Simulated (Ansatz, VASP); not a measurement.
**One calculation of AgCl, two programs**

File INCAR:

```
SYSTEM = AgCl
PREC = Accurate ; ENCUT = 520
EDIFF = 1E-6 ; ISMEAR = -1
SIGMA = 0.01 ; LREAL = .False.
LASPH = .True. ; NELM = 60
ALGO = Normal ; ISIF = 2
LWAVE = .False. ; LCHARG = .False.
GGA = PE ; NBANDS = 16
```

File KPOINTS:

```
regular mesh
0
Gamma
  9 9 9
  0 0 0
```

The input POSCAR:

```
AgCl
1.0
    3.4567152058      0.0000000000      0.0000000000
    0.0000000000      3.4567152058      0.0000000000
    0.0000000000      0.0000000000      3.4567152058
Ag Cl
1 1
Direct
    0.0000000000      0.0000000000      0.0000000000
    0.5000000000      0.5000000000      0.5000000000
```

Input for Ansatz:

```yaml
crystal:
  lattice:
    - [3.4567152058, 0.0, 0.0]
    - [0.0, 3.4567152058, 0.0]
    - [0.0, 0.0, 3.4567152058]
  atoms:
    - { symbol: Ag, position: [0.0, 0.0, 0.0] }
    - { symbol: Cl, position: [0.5, 0.5, 0.5] }
kpoints:
  mp_grid: { grid: [9, 9, 9] }
  band_path:
    path:
      - [0.0, 0.0, 0.0]
      - [0.0, 0.5, 0.0]
      - [0.5, 0.5, 0.0]
      - [0.0, 0.0, 0.0]
      - [0.5, 0.5, 0.5]
      - [0.0, 0.5, 0.0]
      - [0.5, 0.5, 0.5]
      - [0.5, 0.5, 0.0]
    npoints: 5
scf:
  occupations: { method: fermi_dirac, width: 0.01 }
hamiltonian:
  xc: pbe
  pseudopotentials: { kind: all_electron, lapw: { basis_error: 0.001 } }
output:
  forces: true
  stress: true
  eigenvalues: true
```

Change from the starting cell: volume scaled by 1.02.

Alike in both runs: task single point; functional PBE; k mesh 9 × 9 × 9; occupations fermi-dirac, width 0.01 eV; no spin polarisation.

|  | VASP | Ansatz |
| --- | --- | --- |
| version | VASP 6.6.1 | Ansatz 0.2.0 |
| potentials or method | VASP PAW PBE potentials, release 64 (Ag, Cl), cutoff 520 eV | all-electron LAPW, scalar-relativistic |

|  | VASP | Ansatz | Ansatz less VASP |
| --- | --- | --- | --- |
| gap on the k mesh at the Fermi level (eV) | 0.60 | 0.60 | +0.002 |
| pressure (GPa) | -1.1 | -1.0 | +0.12 |

Ansatz ran all-electron here, and VASP with PAW potentials.
